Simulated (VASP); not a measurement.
Runs of VASP 6.6.1 on As. The structure is that of space group R-3m (No. 166), or close to it. The cells are those of the table. 

```tsv
cell	k mesh	pressure (GPa)	largest force (eV/Å)
a = 5.463 Å, angles 38.4°, 2 atoms	11 × 11 × 11	0.1	0.06
a = 5.235 Å, angles 38.4°, 2 atoms	17 × 17 × 17	(a)	1.57
a = 5.463 Å, angles 38.4°, 2 atoms	17 × 17 × 17	0.1	0.06
a = 5.463 Å, angles 38.4°, 2 atoms	15 × 15 × 15	0.1	0.06
a = 5.313 Å, angles 38.4°, 2 atoms	17 × 17 × 17	5.7	0.99
```

Alike in all rows: task single point; level r2SCAN; potentials or basis VASP PAW PBE potentials, release 64 (As); no spin polarisation; cutoff (eV) 520; smearing fermi-dirac 0.1 eV.

**Question.** Estimate the missing entries.

**Answer.** (a) 9.5.

Caveats: the PAW data sets were made with another functional, which shifts forces and pressure a little; the cell stands under pressure (at least some runs).
